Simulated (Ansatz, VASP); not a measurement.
CoO: VASP beside Ansatz

```
Co O
1.0
     2.55931    0.00000    0.00000
     0.00000    2.55931    0.00000
     0.00000    0.00000    2.55931
Co O
1 1
Direct
  0.00000 0.00000 0.00000
  0.50000 0.50000 0.50000
```

Alike in both runs: task single point; functional r2SCAN; k mesh 10 × 10 × 10; occupations gaussian, width 0.02 eV; no spin polarisation; Hubbard terms Co d U = 3.32 eV.

```csv
,VASP,Ansatz
version,VASP 6.6.1,Ansatz 0.2.0
potentials or method,"VASP PAW PBE potentials, release 64 (Co_sv, O), cutoff 660 eV","scalar-relativistic, plane waves, PAW"
valence electrons in the cell,23,23
```

Ansatz gave:

- gap on the k mesh at the Fermi level (eV): none
- pressure (GPa): -6.6

Problem. Estimate VASP's values.

Solution. gap on the k mesh at the Fermi level (eV): none; pressure (GPa): -9.8.

VASP's potentials were made for PBE, not for r2SCAN. The programs project onto different local orbitals, so the same U acts differently, and such runs can settle in different states. A gap of «none» marks a metal or a gap that the smearing closes. Ansatz's warnings: filled band counts differ across k points.
